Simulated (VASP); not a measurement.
# Ge (Im-3m) in VASP: further runs

Runs on Ge. Level: LDA. Tasks: single point.

Program: VASP 6.6.1. These are calculated values, not measurements. Logs are shortened: lines on timing, memory, paths and dates and some standing lists are left out, and cuts for length are marked.

**1. The cell of the first run**

The structure is cubic, space group Im-3m (No. 229). The conventional cell has a = 2.636 Å, b = 2.636 Å, c = 2.636 Å, α = 90.00°, β = 90.00°, γ = 90.00°. Ge (site symmetry m-3m) has 14 Ge at 2.28 to 2.64 Å within 3.0 Å.

**2. Single point, LDA**

The input, INCAR:

```
ALGO = Normal
EDIFF = 1E-7
ENCUT = 520
GGA = CA
ISIF = 2
ISMEAR = -1
LASPH = T
LCHARG = F
LREAL = F
LWAVE = F
NBANDS = 13
NELM = 80
PREC = Accurate
SIGMA = 0.1
```

The input, KPOINTS:

```
k-points
0
Gamma
  20 20 20
```

The input, POSCAR:

```
Ge
1.0
   -1.3178594136      1.3178594136      1.3178594136
    1.3178594136     -1.3178594136      1.3178594136
    1.3178594136      1.3178594136     -1.3178594136
Ge
1
Direct
    0.0000000000      0.0000000000      0.0000000000
```

Potentials or basis: VASP PAW LDA potentials, release 64 (Ge_d).

Started as:

```
$ cat potpaw_LDA.64/Ge_d/POTCAR > POTCAR
$ mpirun -np 1 vasp_std > vasp.out
```

OUTCAR:

```text
EDIFF = 1E-7
   ENCUT = 520
   GGA = CA
   ISIF = 2
   ISMEAR = -1
   LASPH = T
   LREAL = F
   NELM = 80
   PREC = Accurate

 ion  position               nearest neighbor table
   1  0.000  0.000  0.000-

  LATTYP: Found a body centered cubic cell.
 ALAT       =     2.6357188272

  Lattice vectors:

 A1 = (  -1.3178594136,   1.3178594136,   1.3178594136)
 A2 = (   1.3178594136,  -1.3178594136,   1.3178594136)
 A3 = (   1.3178594136,   1.3178594136,  -1.3178594136)

Analysis of symmetry for initial positions (statically):
=====================================================================
 Subroutine PRICEL returns:
 Original cell was already a primitive cell.

 Routine SETGRP: Setting up the symmetry group for a
 body centered cubic supercell.

 Subroutine GETGRP returns: Found 48 space group operations
 (whereof 48 operations were pure point group operations)
 out of a pool of 48 trial point group operations.

The static configuration has the point symmetry O_h .

Analysis of symmetry for dynamics (positions and initial velocities):
=====================================================================
 Subroutine PRICEL returns:
 Original cell was already a primitive cell.

 Routine SETGRP: Setting up the symmetry group for a
 body centered cubic supercell.

 Subroutine GETGRP returns: Found 48 space group operations
 (whereof 48 operations were pure point group operations)
 out of a pool of 48 trial point group operations.

The dynamic configuration has the point symmetry O_h .

 Subroutine INISYM returns: Found 48 space group operations
 (whereof 48 operations are pure point group operations),
 and found     1 'primitive' translations

----------------------------------------------------------------------------------------

                                     Primitive cell

  volume of cell :       9.1552

  direct lattice vectors                    reciprocal lattice vectors
    -1.317859414  1.317859414  1.317859414     0.000000000  0.379403140  0.379403140
     1.317859414 -1.317859414  1.317859414     0.379403140  0.000000000  0.379403140
     1.317859414  1.317859414 -1.317859414     0.379403140  0.379403140  0.000000000

  length of vectors
     2.282599462  2.282599462  2.282599462     0.536557067  0.536557067  0.536557067
[... 77 lines left out ...]
   ENCUT  =  520.0 eV  38.22 Ry    6.18 a.u.   4.24  4.24  4.24*2*pi/ulx,y,z
   NELM   =     80;   NELMIN=  2; NELMDL= -5     # of ELM steps
   EDIFF  = 0.1E-06   stopping-criterion for ELM
   LREAL  =      F    real-space projection
   EDIFFG = 0.1E-05   stopping-criterion for IOM
   NSW    =      0    number of steps for IOM
   IBRION =     -1    ionic relax: 0-MD 1-quasi-New 2-CG
   NFREE  =      0    steps in history (QN), initial steepest desc. (CG)
   ISIF   =      2    stress and relaxation
   ISYM   =      2    0-nonsym 1-usesym 2-fastsym
   POTIM  = 0.5000    time-step for ionic-motion
   TEBEG  =    0.0;   TEEND  =   0.0 temperature during run
   PSTRESS=    0.0 pullay stress
   NELECT =      14.0000    total number of electrons
   NUPDOWN=      -1.0000    fix difference up-down
   EMIN   =  10.00;   EMAX   =-10.00  energy-range for DOS
   EFERMI =   0.00;   METHOD = LEGACY
   ISMEAR =    -1;   SIGMA  =   0.10  broadening in eV -4-tet -1-fermi 0-gaus
   EFERMI_NEDOS =   21; number of points for ismear=-14 and -15
   IALGO  =     38    algorithm
   IMIX   =      4    mixing-type and parameters
     AMIX     =   0.40;   BMIX     =  1.00
     AMIX_MAG =   1.60;   BMIX_MAG =  1.00
  volume/ion in A,a.u.               =       9.16        61.78
  Fermi-wavevector in a.u.,A,eV,Ry     =   1.886087  3.564188 48.400343  3.557325
  Thomas-Fermi vector in A             =   2.928430
   LORBIT       =      0    0 simple, 1 ext, 2 COOP (PROOUT), +10 PAW based schemes
   GGA     = CA    functional components
   LHFCALC =     F    Hartree Fock is set to
   AEXX    =    0.0000 exact exchange contribution
   IVDW    =     0    specifies the selected vdW correction
   LEPSILON=     F    determine dielectric tensor
   LRPA    =     F    only Hartree local field effects (RPA)
 non-spin polarized calculation
  energy-cutoff  :      520.00
  volume of cell :        9.16
 maximum number of plane-waves:       253
 NGX is ok and might be reduce to    18
   NGX =  9   NGY =  9   NGZ =  9

 number of electron      14.0000014 magnetization

 Free energy of the ion-electron system (eV)
  ---------------------------------------------------
  ext. energy  EPLUGINS =         0.00000000
  ---------------------------------------------------
  free energy    TOTEN  =        -1.34262452 eV

  energy without entropy =       -1.33419588  energy(sigma->0) =       -1.33841020

 E-fermi :  17.6258     XC(G=0): -15.8129

 val. band max:       17.6252207733   @ k =  -0.3500   0.3500   0.2500
 cond. band min:      17.6709767977   @ k =  -0.3500   0.4000   0.3000
 fundamental gap:      0.0457560244
 Fermi energy:        17.6257554992

 k-point     1 :       0.0000    0.0000    0.0000
  band No.  band energies     occupation
      1      -8.7019      2.00000
      2      -8.7019      2.00000
      3      -8.7019      2.00000
      4      -8.1296      2.00000
      5      -8.1296      2.00000
      6      -4.1705      2.00000
      7      37.3424      0.00000
      8      37.3424      0.00000
      9      37.3424      0.00000
     10      38.3592      0.00000
     11      38.3592      0.00000
     12      38.3592      0.00000
     13      40.1751      0.00000
[... 354 lines left out ...]
  band No.  band energies     occupation
      1      -8.8683      2.00000
      2      -8.7642      2.00000
      3      -8.2225      2.00000
      4      -8.1601      2.00000
      5      -8.0926      2.00000
      6       0.3480      2.00000
      7      18.5073      0.00030
      8      24.6540      0.00000
      9      28.4383      0.00000
     10      34.3143      0.00000
     11      37.8235      0.00000
     12      40.5909      0.00000
     13      48.1841      0.00000

 [... further k-points ...]
[... 5 lines left out ...]
  --------------------------------------------------------------------------------------
  -------------------------------------------------------------------------------------
  Total       13.8537047     13.8537047     13.8537047     -0.0000000     -0.0000000      0.0000000
  in kB     2424.4278670   2424.4278670   2424.4278670     -0.0000000     -0.0000000      0.0000000
  external PRESSURE =    2424.4278670 kB  Pullay stress =       0.0000000 kB

 VOLUME and BASIS-vectors are now :
 -----------------------------------------------------------------------------
  energy-cutoff  :      520.00
  volume of cell :        9.16
      direct lattice vectors                 reciprocal lattice vectors
    -1.317859414  1.317859414  1.317859414     0.000000000  0.379403140  0.379403140
     1.317859414 -1.317859414  1.317859414     0.379403140  0.000000000  0.379403140
     1.317859414  1.317859414 -1.317859414     0.379403140  0.379403140  0.000000000

 POSITION                                       TOTAL-FORCE (eV/Angst)
 -----------------------------------------------------------------------------------
      0.00000      0.00000      0.00000         0.000000     -0.000000      0.000000
 -----------------------------------------------------------------------------------
    total drift:                                0.000000     -0.000000      0.000000

  FREE ENERGIE OF THE ION-ELECTRON SYSTEM (eV)
  ---------------------------------------------------
  free  energy   TOTEN  =        -1.3426245248 eV

  energy  without entropy=       -1.3341958769  energy(sigma->0) =       -1.33841020
```

Run time: 57 s. Hardware: 1 thread of AMD EPYC 7R13, shared host; peak memory 0.11 GiB.

Results:

* Free energy: -1.3426 eV
* Pressure: 242.4 GPa
* Band gap on the k mesh: zero (band 7 reaches 37.34 eV, above the bottom of band 8 at 12.04 eV)

Levels at points of the mesh, in eV from the Fermi level:
```
           k point  band 3  band 4  band 5  band 6  band 7  band 8  band 9  band 10  band 11  band 12
(0.00, 0.00, 0.00)  -26.33  -25.76  -25.76  -21.80   19.72   19.72   19.72    20.73    20.73    20.73
(0.50, 0.00, 0.00)  -25.78  -25.74  -25.39  -11.16   -9.17    8.36   10.32    12.93    16.34    30.16
(0.50, 0.50, 0.50)  -25.48  -25.48  -25.48   -1.65   -1.65   -1.65    3.62     3.62     4.73    35.51
```

**3. Single point, LDA**

This run uses another cell than the first one, of 17.82 Å³/atom, 1.946 times its volume.

The input, INCAR:

```
PREC = Accurate ; ENCUT = 520
EDIFF = 1E-6 ; ISMEAR = -1
SIGMA = 0.1 ; LREAL = F
LASPH = T ; NELM = 100
ALGO = Normal ; ISIF = 2
LWAVE = F ; LCHARG = F
NBANDS = 13
```

The input, KPOINTS:

```
regular mesh
0
Gamma
  20 20 20
```

The input, POSCAR:

```
Ge
1.0
   -1.6454535106      1.6454535106      1.6454535106
    1.6454535106     -1.6454535106      1.6454535106
    1.6454535106      1.6454535106     -1.6454535106
Ge
1
Direct
    0.0000000000      0.0000000000      0.0000000000
```

Potentials or basis: VASP PAW LDA potentials, release 64 (Ge_d).

Started as:

```
$ cat potpaw_LDA.64/Ge_d/POTCAR > POTCAR
$ mpirun -np 1 vasp_std > vasp.out
```

Run time: 91 s. Hardware: 1 thread of AMD EPYC 7R13, shared host; peak memory 0.14 GiB.

It converged, with:

| Property | Result |
| --- | --- |
| Free energy | -4.8924 eV |
| Pressure | 0.2 GPa |
| Band gap on the k mesh | zero (band 7 reaches 16.75 eV, above the bottom of band 8 at 3.94 eV) |

Levels at points of the mesh, in eV from the Fermi level:
| k point | band 3 | band 4 | band 5 | band 6 | band 7 | band 8 | band 9 | band 10 | band 11 | band 12 |
| --- | --- | --- | --- | --- | --- | --- | --- | --- | --- | --- |
| (0.00, 0.00, 0.00) | -24.85 | -24.74 | -24.74 | -13.63 | 9.62 | 9.62 | 9.62 | 15.47 | 15.47 | 15.47 |
| (0.50, 0.00, 0.00) | -24.75 | -24.75 | -24.68 | -7.58 | -5.61 | 4.56 | 6.98 | 9.93 | 10.00 | 20.07 |
| (0.50, 0.50, 0.50) | -24.70 | -24.70 | -24.70 | -2.35 | -0.52 | -0.52 | -0.52 | 4.45 | 4.45 | 27.09 |
